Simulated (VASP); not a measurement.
TePb:

```
Pb Te
1.0
     0.00000    3.23100    3.23100
     3.23100    0.00000    3.23100
     3.23100    3.23100    0.00000
Pb Te
1 1
Cartesian
  0.0000 0.0000 0.0000
  3.2310 3.2310 3.2310
```

```yaml
Program: VASP 6.6.1
Task: relaxation of cell and atoms
Functional: PBE
Potentials_or_basis: VASP PAW PBE potentials, release 64 (Pb_d, Te)
Cutoff: 600 eV
k_mesh: 5 × 5 × 5
Occupations: fermi-dirac, width 0.05 eV
Spin: no spin polarisation
```

At the start: pressure 2.1 GPa; volume 33.73 Å³/atom.

Question: Where does the relaxation end?

Answer: Over 3 steps the energy falls by 10.7 meV/atom and the volume is 35.41 Å³/atom (+5.0 %); space group Fm-3m (No. 225, to 0.05 Å).

The path:
```
step  energy change (eV)  largest force (eV/Å)  pressure (GPa)  volume (Å³)
   1              0.0000                0.0000            2.12        67.46
   2             -0.0194                0.0000           -0.57        71.91
   3             -0.0213                0.0000            0.01        70.83
```

Final structure:
```cif
data_structure
_symmetry_space_group_name_H-M 'P 1'
_symmetry_Int_Tables_number 1
_cell_length_a 4.6441
_cell_length_b 4.6441
_cell_length_c 4.6441
_cell_angle_alpha 60.000
_cell_angle_beta 60.000
_cell_angle_gamma 60.000
_cell_volume 70.83
loop_
_atom_site_label
_atom_site_type_symbol
_atom_site_fract_x
_atom_site_fract_y
_atom_site_fract_z
_atom_site_occupancy
Pb1 Pb 0.00000 0.00000 0.00000 1
Te1 Te 0.50000 0.50000 0.50000 1
```
